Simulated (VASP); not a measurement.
# AlN (P6_3mc) in VASP: notebook

Runs on AlN. Level: PBEsol. Tasks: single point.

All numbers are computed with VASP 6.6.1; they aren't measurements. Logs are shortened: lines on timing, memory, paths and dates and some standing lists are left out, and cuts for length are marked.

**What was measured.**

From “Structural and optical properties of self-assembled AlN nanowires grown on SiO2/Si substrates by molecular beam epitaxy”, 2024, arxiv:2402.00216, for a bulk crystal of AlN at 0 K: band gap 6.0343 eV (an exciton energy, a little under the gap).

The runs below are set against these values where they give the same quantity.

## (1) The cell of the first run

It takes space group P6_3mc (No. 186, hexagonal). The conventional cell has a = 3.098 Å, b = 3.098 Å, c = 4.958 Å, α = 90.00°, β = 90.00°, γ = 120.00°. Al (site symmetry 3m) has 4 N at 1.88 to 1.89 Å within 2.5 Å. N (site symmetry 3m) has 4 Al at 1.88 to 1.89 Å within 2.5 Å.

## (2) Single point, PBEsol

File INCAR:

```
ALGO = Normal
EDIFF = 1E-6
ENCUT = 520
GGA = PS
ISIF = 2
ISMEAR = 0
LASPH = True
LCHARG = False
LREAL = False
LWAVE = False
NBANDS = 16
NELM = 60
PREC = Accurate
SIGMA = 0.01
```

File KPOINTS:

```
k-points
0
Gamma
  8 8 6
```

File POSCAR:

```
AlN
1.0
    3.0982610716      0.0000000000      0.0000000000
   -1.5491305358      2.6831727955      0.0000000000
    0.0000000000      0.0000000000      4.9579384664
Al N
2 2
Direct
    0.3333333333      0.6666666667     -0.0010520148
    0.6666666667      0.3333333333      0.4989479852
    0.3333333333      0.6666666667      0.3810520148
    0.6666666667      0.3333333333      0.8810520148
```

Potentials or basis: VASP PAW PBE potentials, release 64 (Al, N).

Launch:

```sh
cat potpaw_PBE.64/Al/POTCAR potpaw_PBE.64/N/POTCAR > POTCAR
mpirun -np 1 vasp_std > vasp.out
```

OUTCAR:

```text
EDIFF = 1E-6
   ENCUT = 520
   GGA = PS
   ISIF = 2
   ISMEAR = 0
   LASPH = True
   LREAL = False
   NELM = 60
   PREC = Accurate

 ion  position               nearest neighbor table
   1  0.333  0.667  0.999-   4 1.88   4 1.88   4 1.88   3 1.89   2 3.06   2 3.06   2 3.06   2 3.06
                             2 3.06   2 3.06
   2  0.667  0.333  0.499-   3 1.88   3 1.88   3 1.88   4 1.89   1 3.06   1 3.06   1 3.06   1 3.06
                             1 3.06   1 3.06
   3  0.333  0.667  0.381-   2 1.88   2 1.88   2 1.88   1 1.89
   4  0.667  0.333  0.881-   1 1.88   1 1.88   1 1.88   2 1.89

  LATTYP: Found a hexagonal cell.
 ALAT       =     3.0982610716
 C/A-ratio  =     1.6002326311

  Lattice vectors:

 A1 = (   3.0982610716,   0.0000000000,   0.0000000000)
 A2 = (  -1.5491305358,   2.6831727955,   0.0000000000)
 A3 = (   0.0000000000,   0.0000000000,   4.9579384664)

Analysis of symmetry for initial positions (statically):
=====================================================================
 Subroutine PRICEL returns:
 Original cell was already a primitive cell.

 Routine SETGRP: Setting up the symmetry group for a
 hexagonal supercell.

 Subroutine GETGRP returns: Found 12 space group operations
 (whereof  6 operations were pure point group operations)
 out of a pool of 24 trial point group operations.

The static configuration has the point symmetry C_3v.
 The point group associated with its full space group is C_6v.

Analysis of symmetry for dynamics (positions and initial velocities):
=====================================================================
 Subroutine PRICEL returns:
 Original cell was already a primitive cell.

 Routine SETGRP: Setting up the symmetry group for a
 hexagonal supercell.

 Subroutine GETGRP returns: Found 12 space group operations
 (whereof  6 operations were pure point group operations)
 out of a pool of 24 trial point group operations.

The dynamic configuration has the point symmetry C_3v.
 The point group associated with its full space group is C_6v.

 Subroutine INISYM returns: Found 12 space group operations
 (whereof  6 operations are pure point group operations),
 and found     1 'primitive' translations

----------------------------------------------------------------------------------------

                                     Primitive cell

  volume of cell :      41.2162

  direct lattice vectors                    reciprocal lattice vectors
     3.098261072  0.000000000  0.000000000     0.322761697  0.186346552  0.000000000
    -1.549130536  2.683172795  0.000000000     0.000000000  0.372693105  0.000000000
     0.000000000  0.000000000  4.957938466     0.000000000  0.000000000  0.201696735

  length of vectors
     3.098261072  3.098261072  4.957938466     0.372693105  0.372693105  0.201696735

  position of ions in fractional coordinates (direct lattice)
     0.333333333  0.666666667  0.998947985
     0.666666667  0.333333333  0.498947985
     0.333333333  0.666666667  0.381052015
     0.666666667  0.333333333  0.881052015

  ion indices of the primitive-cell ions
   primitive index   ion index
                 1           1
                 2           2
                 3           3
                 4           4

----------------------------------------------------------------------------------------

 KPOINTS: k-points

Automatic generation of k-mesh.
 Grid dimensions read from file:
 generate k-points for:    8    8    6

 Generating k-lattice:

  Cartesian coordinates                     Fractional coordinates (reciprocal lattice)
     0.040345212  0.023293319  0.000000000     0.125000000 -0.000000000  0.000000000
     0.000000000  0.046586638  0.000000000     0.000000000  0.125000000  0.000000000
     0.000000000  0.000000000  0.033616122     0.000000000  0.000000000  0.166666667

  Length of vectors
     0.046586638  0.046586638  0.033616122

  Shift w.r.t. Gamma in fractional coordinates (k-lattice)
     0.000000000  0.000000000  0.000000000

 Subroutine IBZKPT returns following result:
 ===========================================

 Found     40 irreducible k-points:

 Following reciprocal coordinates:
            Coordinates               Weight
  0.000000  0.000000  0.000000      1.000000
  0.125000  0.000000  0.000000      6.000000
  0.250000  0.000000  0.000000      6.000000
  0.375000  0.000000  0.000000      6.000000
  0.500000  0.000000  0.000000      3.000000
  0.125000  0.125000  0.000000      6.000000
[... 16 lines left out ...]
  0.250000  0.000000  0.333333     12.000000
  0.375000  0.000000  0.333333     12.000000
 [... further k-points ...]
   k-points           NKPTS =     40   k-points in BZ     NKDIM =     40   number of bands    NBANDS=     16
   number of dos      NEDOS =    301   number of ions     NIONS =      4
   total plane-waves  NPLWV =  23040
   dimension x,y,z NGX =    24 NGY =   24 NGZ =   40
   dimension x,y,z NGXF=    48 NGYF=   48 NGZF=   80
   ions per type =               2   2
   NGX,Y,Z   is equivalent  to a cutoff of  12.88, 12.88, 13.41 a.u.
   NGXF,Y,Z  is equivalent  to a cutoff of  25.76, 25.76, 26.83 a.u.
 SYSTEM =  unknown system
   PREC   = accura    normal or accurate (medium, high low for compatibility)
   ISTART =      0    job   : 0-new  1-cont  2-samecut
   ICHARG =      2    charge: 1-file 2-atom 10-const
   ISPIN  =      1    spin polarized calculation?
   LNONCOLLINEAR =      F non collinear calculations
   LSORBIT =      F    spin-orbit coupling
   LASPH  =      T    aspherical Exc in radial PAW
   ENCUT  =  520.0 eV  38.22 Ry    6.18 a.u.   5.76  5.76  9.22*2*pi/ulx,y,z
   NELM   =     60;   NELMIN=  2; NELMDL= -5     # of ELM steps
   EDIFF  = 0.1E-05   stopping-criterion for ELM
   LREAL  =      F    real-space projection
   EDIFFG = 0.1E-04   stopping-criterion for IOM
   NSW    =      0    number of steps for IOM
   IBRION =     -1    ionic relax: 0-MD 1-quasi-New 2-CG
   NFREE  =      0    steps in history (QN), initial steepest desc. (CG)
   ISIF   =      2    stress and relaxation
   ISYM   =      2    0-nonsym 1-usesym 2-fastsym
   POTIM  = 0.5000    time-step for ionic-motion
   TEBEG  =    0.0;   TEEND  =   0.0 temperature during run
   PSTRESS=    0.0 pullay stress
   NELECT =      16.0000    total number of electrons
   NUPDOWN=      -1.0000    fix difference up-down
   EMIN   =  10.00;   EMAX   =-10.00  energy-range for DOS
   EFERMI =   0.00;   METHOD = LEGACY
   ISMEAR =     0;   SIGMA  =   0.01  broadening in eV -4-tet -1-fermi 0-gaus
   EFERMI_NEDOS =   21; number of points for ismear=-14 and -15
   IALGO  =     38    algorithm
   IMIX   =      4    mixing-type and parameters
     AMIX     =   0.40;   BMIX     =  1.00
     AMIX_MAG =   1.60;   BMIX_MAG =  1.00
  volume/ion in A,a.u.               =      10.30        69.54
  Fermi-wavevector in a.u.,A,eV,Ry     =   1.194242  2.256790 19.404809  1.426213
  Thomas-Fermi vector in A             =   2.330237
   LORBIT       =      0    0 simple, 1 ext, 2 COOP (PROOUT), +10 PAW based schemes
   GGA     = PS    functional components
   LHFCALC =     F    Hartree Fock is set to
   AEXX    =    0.0000 exact exchange contribution
   IVDW    =     0    specifies the selected vdW correction
   LEPSILON=     F    determine dielectric tensor
   LRPA    =     F    only Hartree local field effects (RPA)
 non-spin polarized calculation
 Gauss-broadening in eV      SIGMA  =   0.01
  energy-cutoff  :      520.00
  volume of cell :       41.22
 maximum number of plane-waves:      1124
 NGX is ok and might be reduce to    24
   NGX = 11   NGY = 11   NGZ = 19

 number of electron      15.9999996 magnetization

 Free energy of the ion-electron system (eV)
  ---------------------------------------------------
  ext. energy  EPLUGINS =         0.00000000
  ---------------------------------------------------
  free energy    TOTEN  =       -31.30594182 eV

  energy without entropy =      -31.30594182  energy(sigma->0) =      -31.30594182

 E-fermi :   6.3203     XC(G=0): -11.1657

 val. band max:        6.2001833635   @ k =   0.0000   0.0000   0.0000
 cond. band min:      10.4416746300   @ k =   0.0000   0.0000   0.0000
 fundamental gap:      4.2414912665
 Fermi energy:         6.3202554044

 k-point     1 :       0.0000    0.0000    0.0000
  band No.  band energies     occupation
      1      -9.0563      2.00000
      2      -6.8280      2.00000
      3       0.0791      2.00000
      4       5.3111      2.00000
      5       5.3111      2.00000
      6       5.9692      2.00000
[... 8 lines left out ...]
     15      19.3601      0.00000
     16      19.3601      0.00000

 k-point     2 :       0.1250    0.0000    0.0000
  band No.  band energies     occupation
      1      -8.8533      2.00000
      2      -6.7144      2.00000
      3       0.3189      2.00000
      4       4.4254      2.00000
      5       5.0625      2.00000
      6       5.1406      2.00000
[... 8 lines left out ...]
     15      19.0236      0.00000
     16      19.2763      0.00000

 k-point     3 :       0.2500    0.0000    0.0000
  band No.  band energies     occupation
      1      -8.2860      2.00000
      2      -6.4458      2.00000
      3       1.0092      2.00000
      4       2.6710      2.00000
      5       3.6967      2.00000
      6       4.5891      2.00000
[... 8 lines left out ...]
     15      18.3531      0.00000
     16      19.4663      0.00000

 k-point     4 :       0.3750    0.0000    0.0000
  band No.  band energies     occupation
      1      -7.5144      2.00000
      2      -6.2531      2.00000
      3       1.1991      2.00000
      4       2.0226      2.00000
      5       2.4706      2.00000
      6       4.2044      2.00000
[... 8 lines left out ...]
     15      18.4521      0.00000
     16      21.0800      0.00000
[... 324 lines left out ...]
 k-point    22 :       0.1250    0.0000    0.3333
  band No.  band energies     occupation
      1      -8.4380      2.00000
      2      -7.4087      2.00000
      3       1.5653      2.00000
      4       3.9154      2.00000
      5       4.7778      2.00000
      6       5.2629      2.00000
[... 8 lines left out ...]
     15      18.4837      0.00000
     16      18.6122      0.00000

 k-point    23 :       0.2500    0.0000    0.3333
  band No.  band energies     occupation
      1      -7.9099      2.00000
      2      -7.0115      2.00000
      3       1.5645      2.00000
      4       2.6940      2.00000
      5       3.7417      2.00000
      6       4.8479      2.00000
[... 8 lines left out ...]
     15      18.5568      0.00000
     16      19.4353      0.00000

 k-point    24 :       0.3750    0.0000    0.3333
  band No.  band energies     occupation
      1      -7.2228      2.00000
      2      -6.5915      2.00000
      3       0.8132      2.00000
      4       1.4716      2.00000
      5       3.7203      2.00000
      6       4.4968      2.00000
[... 8 lines left out ...]
     15      18.4522      0.00000
     16      20.3566      0.00000

 [... further k-points ...]
[... 5 lines left out ...]
  --------------------------------------------------------------------------------------
  -------------------------------------------------------------------------------------
  Total        0.8171970      0.8171970      0.7562038      0.0000000     -0.0000000     -0.0000000
  in kB       31.7665123     31.7665123     29.3955533      0.0000000     -0.0000000     -0.0000000
  external PRESSURE =      30.9761927 kB  Pullay stress =       0.0000000 kB

 VOLUME and BASIS-vectors are now :
 -----------------------------------------------------------------------------
  energy-cutoff  :      520.00
  volume of cell :       41.22
      direct lattice vectors                 reciprocal lattice vectors
     3.098261072  0.000000000  0.000000000     0.322761697  0.186346552  0.000000000
    -1.549130536  2.683172795  0.000000000     0.000000000  0.372693105  0.000000000
     0.000000000  0.000000000  4.957938466     0.000000000  0.000000000  0.201696735

 POSITION                                       TOTAL-FORCE (eV/Angst)
 -----------------------------------------------------------------------------------
     -0.00000      1.78878      4.95272         0.000000      0.000000     -0.001150
      1.54913      0.89439      2.47375        -0.000000      0.000000     -0.001150
     -0.00000      1.78878      1.88923         0.000000     -0.000000      0.001150
      1.54913      0.89439      4.36820        -0.000000      0.000000      0.001150
 -----------------------------------------------------------------------------------
    total drift:                               -0.000000      0.000000     -0.000416

  FREE ENERGIE OF THE ION-ELECTRON SYSTEM (eV)
  ---------------------------------------------------
  free  energy   TOTEN  =       -31.3059418243 eV

  energy  without entropy=      -31.3059418243  energy(sigma->0) =      -31.30594182
```

It took 15 s on 1 thread of Intel Xeon Platinum 8375C at 2.90GHz (Ice Lake), shared host; peak memory 0.16 GiB.

Results:

| Item | Value |
| --- | --- |
| Free energy | -31.3059 eV |
| Pressure | 3.1 GPa |
| Band gap on the k mesh | 4.24 eV, direct |

Stress tensor (GPa, compression positive):
```
3.18 0.00 0.00
0.00 3.18 0.00
0.00 0.00 2.94
```

Caveat: the PAW data sets were made with another functional, which shifts forces and pressure a little. PBEsol gaps usually lie below the measured ones, often by a third to a half.

(Continued in part 2 of 2.)
